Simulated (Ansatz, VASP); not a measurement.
**PbS: VASP beside Ansatz**

File INCAR:

```
  ALGO = Normal
  EDIFF = 1E-7
  EDIFFG = -0.03
  ENCUT = 500
  GGA = PE
  GGA_COMPAT = False
  IBRION = 2
  ISIF = 3
  ISMEAR = 0
  LASPH = True
  LCHARG = False
  LREAL = False
  LWAVE = False
  NELM = 120
  NELMIN = 4
  NSW = 80
  PREC = Accurate
  SIGMA = 0.01
```

The input KPOINTS:

```
k-points
0
Gamma
  6 6 6
```

File POSCAR:

```
PbS
1.0
    0.0000000000      2.9657500000      2.9657500000
    2.9657500000      0.0000000000      2.9657500000
    2.9657500000      2.9657500000      0.0000000000
Pb S
1 1
Direct
    0.0000000000      0.0000000000      0.0000000000
    0.5000000000      0.5000000000      0.5000000000
```

Input for Ansatz:

```yaml
crystal:
  lattice:
    - [0.0, 2.96575, 2.96575]
    - [2.96575, 0.0, 2.96575]
    - [2.96575, 2.96575, 0.0]
  atoms:
    - { symbol: Pb, position: [0.0, 0.0, 0.0] }
    - { symbol: S, position: [0.5, 0.5, 0.5] }
kpoints:
  mp_grid:
    grid: [6, 6, 6]
hamiltonian:
  xc: pbe
  dispersion: none
scf:
  occupations:
    method: fixed
relax:
  f_tol: 0.03
  cell: {}
```

Alike in both runs: task relaxation of cell and atoms; functional PBE; k mesh 6 × 6 × 6; no spin polarisation.

|  | VASP | Ansatz |
| --- | --- | --- |
| version | VASP 6.6.1 | Ansatz 0.2.0 |
| potentials or method | VASP PAW PBE potentials, release 64 (Pb_d, S) | plane waves, PAW |
| plane-wave cutoff (eV) | 500 | 420 |
| occupations | gaussian, width 0.01 eV | fixed |
| valence electrons in the cell | 20 | 20 |

VASP gave:

* relaxed volume (Å³/atom): 27.07
* relaxed cell length with the largest relative difference (Å): 4.247

**Question.** Which values does Ansatz return?

**Answer.** Relaxed volume (Å³/atom): 27.11; relaxed cell length with the largest relative difference (Å): 4.248.

Neither program's run includes spin-orbit coupling.
